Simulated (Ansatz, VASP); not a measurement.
## Ge in VASP and in Ansatz

The input INCAR:

```
SYSTEM = Ge
PREC = Accurate
ENCUT = 520
EDIFF = 1E-7
ISMEAR = 0
SIGMA = 0.15
LREAL = .FALSE.
LASPH = .TRUE.
NELM = 100
ALGO = Normal
ISIF = 2
LWAVE = .FALSE.
LCHARG = .FALSE.
GGA = PS
NBANDS = 21
```

Contents of KPOINTS:

```
Automatic mesh
0
G
  18 18 18
  0 0 0
```

The input POSCAR:

```
Ge
1.0
    0.0000000000      2.8378807263      3.2635628352
    2.8378807263      0.0000000000      3.2635628352
    2.8378807263      2.8378807263      0.0000000000
Ge
2
Direct
    0.5000000000      0.5000000000      0.5000000000
    0.7500000000      0.7500000000      0.7500000000
```

Input for Ansatz:

```yaml
crystal:
  lattice:
    - [0.0, 2.8378807263, 3.2635628352]
    - [2.8378807263, 0.0, 3.2635628352]
    - [2.8378807263, 2.8378807263, 0.0]
  atoms:
    - { symbol: Ge, position: [0.5, 0.5, 0.5] }
    - { symbol: Ge, position: [0.75, 0.75, 0.75] }
basis:
  ecutwfc: 420
kpoints:
  mp_grid: { grid: [18, 18, 18] }
hamiltonian:
  xc: pbesol
scf:
  occupations: { method: gaussian, width: 0.15 }
output:
  forces: true
  stress: true
  eigenvalues: true
```

Change from the starting cell: strain +0.1500 x Voigt [0, 0, 1, 0, 0, 0], atoms carried along.

Alike in both runs: task single point; functional PBEsol; k mesh 18 × 18 × 18; occupations gaussian, width 0.15 eV; no spin polarisation.

|  | VASP | Ansatz |
| --- | --- | --- |
| version | VASP 6.6.1 | Ansatz 0.2.0 |
| potentials or method | VASP PAW PBE potentials, release 64 (Ge_d), cutoff 520 eV | scalar-relativistic, plane waves, PAW |
| valence electrons in the cell | 28 | 28 |

|  | VASP | Ansatz | Ansatz less VASP |
| --- | --- | --- | --- |
| gap on the k mesh at the Fermi level (eV) | none | none | - |
| pressure (GPa) | -6.5 | -6.4 | +0.04 |
| traceless stress, the component that is largest in VASP (GPa) | -6.16 | -6.14 | +0.016 |

VASP's potentials were made for PBE, not for PBEsol. A gap of «none» marks a metal or a gap that the smearing closes.
